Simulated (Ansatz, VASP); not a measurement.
**Two plane-wave programs on As**

Contents of POSCAR:

```
As
1.0
    3.5749013640      0.0000000000      0.0000000000
   -1.7874506820      3.0959553972      0.0000000000
    0.0000000000      0.0000000000     26.4156438000
As
2
Direct
    0.3333333333      0.6666666667      0.3206195636
    0.6666666667      0.3333333333      0.3724478490
```

File INCAR.step1:

```
SYSTEM = As
ALGO = Normal
DIPOL = 0.5 0.5 0.347
EDIFF = 1E-5
ENCUT = 520
GGA = PE
IDIPOL = 3
ISIF = 2
ISMEAR = 0
LASPH = .TRUE.
LCHARG = .FALSE.
LDIPOL = .TRUE.
LREAL = .FALSE.
LWAVE = .TRUE.
NBANDS = 12
NELM = 80
PREC = Accurate
SIGMA = 0.01
```

The input INCAR.step2:

```
SYSTEM = As
ALGO = Normal
DIPOL = 0.5 0.5 0.347
EDIFF = 1E-6
ENCUT = 520
GGA = PE
HFSCREEN = 0.2079
IDIPOL = 3
ISIF = 2
ISMEAR = 0
ISTART = 1
LASPH = .TRUE.
LCHARG = .FALSE.
LDIPOL = .TRUE.
LHFCALC = .TRUE.
LREAL = .FALSE.
LWAVE = .FALSE.
NBANDS = 12
NELM = 80
PREC = Accurate
PRECFOCK = Normal
SIGMA = 0.01
```

Contents of KPOINTS:

```
k-points
0
G
  6 6 1
  0 0 0
```

Input for Ansatz:

```yaml
crystal:
  lattice:
    - [3.574901364, 0.0, 0.0]
    - [-1.787450682, 3.0959553972, 0.0]
    - [0.0, 0.0, 26.4156438]
  atoms:
    - { symbol: As, position: [0.3333333333, 0.6666666667, 0.3206195636] }
    - { symbol: As, position: [0.6666666667, 0.3333333333, 0.372447849] }
  periodic: [true, true, false]
kpoints:
  mp_grid: { grid: [6, 6, 1] }
  band_path:
    path:
      - [0.0, 0.0, 0.0]
      - [0.5, 0.0, 0.0]
      - [0.3333333333, 0.3333333333, 0.0]
      - [0.0, 0.3125, 0.0]
    npoints: 1
hamiltonian:
  xc: hse06
scf:
  occupations: { method: fixed }
  n_extra_bands: 4
output:
  forces: true
  stress: true
  eigenvalues: true
```

Alike in both runs: task single point; functional HSE06; k mesh 6 × 6 × 1; no spin polarisation.

|  | VASP | Ansatz |
| --- | --- | --- |
| version | VASP 6.6.1 | Ansatz 0.2.0 |
| potentials or method | VASP PAW PBE potentials, release 64 (As) | plane waves, PAW |
| plane-wave cutoff (eV) | 520 | 420 |
| occupations | gaussian, width 0.01 eV | fixed |
| valence electrons in the cell | 10 | 30 |

VASP gave:

- gap on the k mesh at the Fermi level (eV): 2.31
- rms of the force components (eV/Å): 0.049

Question: Estimate Ansatz's values.

Answer: gap on the k mesh at the Fermi level (eV): 2.30; rms of the force components (eV/Å): 0.052.

Atom by atom the forces differ by 0.003 eV/Å (rms over components). VASP's potentials hold 10 valence electrons a cell and Ansatz's 30, so a difference there can come from the potentials and not from the codes. Ansatz's warnings: stress exchange threshold loose, stress scf threshold loose.
